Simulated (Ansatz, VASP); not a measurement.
In5O in VASP and in Ansatz

The input INCAR:

```
SYSTEM = In5O
PREC = Accurate
ENCUT = 520
EDIFF = 1E-7
ISMEAR = 0
SIGMA = 0.1
LREAL = .FALSE.
LASPH = .TRUE.
NELM = 60
ALGO = Normal
ISIF = 2
LWAVE = .FALSE.
LCHARG = .FALSE.
GGA = PE
NBANDS = 44
```

Contents of KPOINTS:

```
regular mesh
0
G
  6 6 4
  0 0 0
```

File POSCAR:

```
In5O
1.0
    4.9379708900      0.0000000000      0.0000000000
   -2.4689854500      4.2764082400      0.0000000000
    0.0000000000      0.0000000000      6.7030524100
In O
5 1
Direct
    0.6666666700      0.3333333300      0.7959949400
    0.0000000000      0.0000000000      0.0000000000
    0.6666666700      0.3333333300      0.2040050600
    0.3333333300      0.6666666700      0.2040050600
    0.3333333300      0.6666666700      0.7959949400
    0.0000000000      0.0000000000      0.5000000000
```

Input for Ansatz:

```yaml
crystal:
  lattice:
    - [4.93797089, 0.0, 0.0]
    - [-2.46898545, 4.27640824, 0.0]
    - [0.0, 0.0, 6.70305241]
  atoms:
    - { symbol: In, position: [0.66666667, 0.33333333, 0.79599494] }
    - { symbol: In, position: [0.0, 0.0, 0.0] }
    - { symbol: In, position: [0.66666667, 0.33333333, 0.20400506] }
    - { symbol: In, position: [0.33333333, 0.66666667, 0.20400506] }
    - { symbol: In, position: [0.33333333, 0.66666667, 0.79599494] }
    - { symbol: O, position: [0.0, 0.0, 0.5] }
basis:
  ecutwfc: 420
kpoints:
  mp_grid: { grid: [6, 6, 4] }
hamiltonian:
  xc: pbe
scf:
  occupations: { method: gaussian, width: 0.1 }
  lower_state_search: "off"
output:
  forces: true
  stress: true
  eigenvalues: true
```

Change from the starting cell: species swapped into the BaSn5 type (P6/mmm, No. 191).

Alike in both runs: task single point; functional PBE; k mesh 6 × 6 × 4; occupations gaussian, width 0.1 eV; no spin polarisation.

|  | VASP | Ansatz |
| --- | --- | --- |
| version | VASP 6.6.1 | Ansatz 0.2.0 |
| potentials or method | VASP PAW PBE potentials, release 64 (In_d, O), cutoff 520 eV | scalar-relativistic, plane waves, PAW |
| valence electrons in the cell | 71 | 71 |

|  | VASP | Ansatz | Ansatz less VASP |
| --- | --- | --- | --- |
| gap on the k mesh at the Fermi level (eV) | none | none | - |
| pressure (GPa) | 8.5 | 8.6 | +0.04 |
| traceless stress, the component that is largest in VASP (GPa) | -1.28 | -1.28 | -0.005 |
| rms of the force components (eV/Å) | 1.206 | 1.204 | -0.0018 |

Atom by atom the forces differ by 0.002 eV/Å (rms over components). A gap of «none» marks a metal or a gap that the smearing closes.
